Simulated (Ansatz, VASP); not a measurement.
**One calculation of In, two programs**

Contents of INCAR:

```
SYSTEM = In
  PREC = Accurate
  ENCUT = 520
  EDIFF = 1E-7
  ISMEAR = 0
  SIGMA = 0.15
  LREAL = .False.
  LASPH = .True.
  NELM = 60
  ALGO = Fast
  ISIF = 2
  LWAVE = .False.
  LCHARG = .False.
  GGA = PS
  NBANDS = 12
```

The input KPOINTS:

```
Automatic mesh
0
Gamma
  18 18 18
  0 0 0
```

File POSCAR:

```
In
1.0
   -1.8260494828      1.8260494828      1.8825252400
    1.8260494828     -1.8260494828      1.8825252400
    1.8260494828      1.8260494828     -1.8825252400
In
1
Direct
    0.0000000000      0.0000000000      0.0000000000
```

Input for Ansatz:

```yaml
crystal:
  lattice:
    - [-1.8260494828, 1.8260494828, 1.88252524]
    - [1.8260494828, -1.8260494828, 1.88252524]
    - [1.8260494828, 1.8260494828, -1.88252524]
  atoms:
    - { symbol: In, position: [0.0, 0.0, 0.0] }
basis:
  ecutwfc: 420
kpoints:
  mp_grid: { grid: [18, 18, 18] }
hamiltonian:
  xc: pbesol
scf:
  occupations: { method: gaussian, width: 0.15 }
output:
  forces: true
  stress: true
  eigenvalues: true
```

Change from the starting cell: strain -0.030 along x and y, +0.000 along z, atoms carried along.

Alike in both runs: task single point; functional PBEsol; k mesh 18 × 18 × 18; occupations gaussian, width 0.15 eV; no spin polarisation.

|  | VASP | Ansatz |
| --- | --- | --- |
| version | VASP 6.6.1 | Ansatz 0.2.0 |
| potentials or method | VASP PAW PBE potentials, release 64 (In_d), cutoff 520 eV | scalar-relativistic, plane waves, PAW |
| valence electrons in the cell | 13 | 13 |

```tsv
	VASP	Ansatz	Ansatz less VASP
gap on the k mesh at the Fermi level (eV)	none	none	-
pressure (GPa)	1.3	1.3	-0.01
traceless stress, the component that is largest in VASP (GPa)	0.13	0.13	-0.001
```

VASP's potentials were made for PBE, not for PBEsol. A gap of «none» marks a metal or a gap that the smearing closes.
